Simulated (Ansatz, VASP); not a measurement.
## Two plane-wave programs on SrAl2O2

```xyz
5
Lattice="4.6205 0.0000 0.0000 -2.3103 4.0015 0.0000 0.0000 0.0000 4.3825" Properties=species:S:1:pos:R:3 pbc="T T T"
Sr    0.0000    0.0000    2.1912
Al    0.0000    2.6677    0.0000
Al    2.3103    1.3338    0.0000
O     0.0000    2.6677    2.1912
O     2.3103    1.3338    2.1912
```

Alike in both runs: task relaxation of cell and atoms; functional PBE; k mesh 6 × 6 × 4; occupations gaussian, width 0.1 eV; no spin polarisation.

```csv
,VASP,Ansatz
version,VASP 6.6.1,Ansatz 0.2.0
potentials or method,"VASP PAW PBE potentials, release 64 (Sr_sv, Al, O), cutoff 600 eV","scalar-relativistic, plane waves, PAW"
valence electrons in the cell,28,28
```

|  | VASP | Ansatz | Ansatz less VASP |
| --- | --- | --- | --- |
| gap on the k mesh at the Fermi level, each at its own relaxed structure (eV) | none | none | - |
| relaxed volume (Å³/atom) | 16.08 | 16.04 | -0.038 |
| relaxed cell length with the largest relative difference (Å) | 5.052 | 5.046 | -0.0059 |

A gap of «none» marks a metal or a gap that the smearing closes.
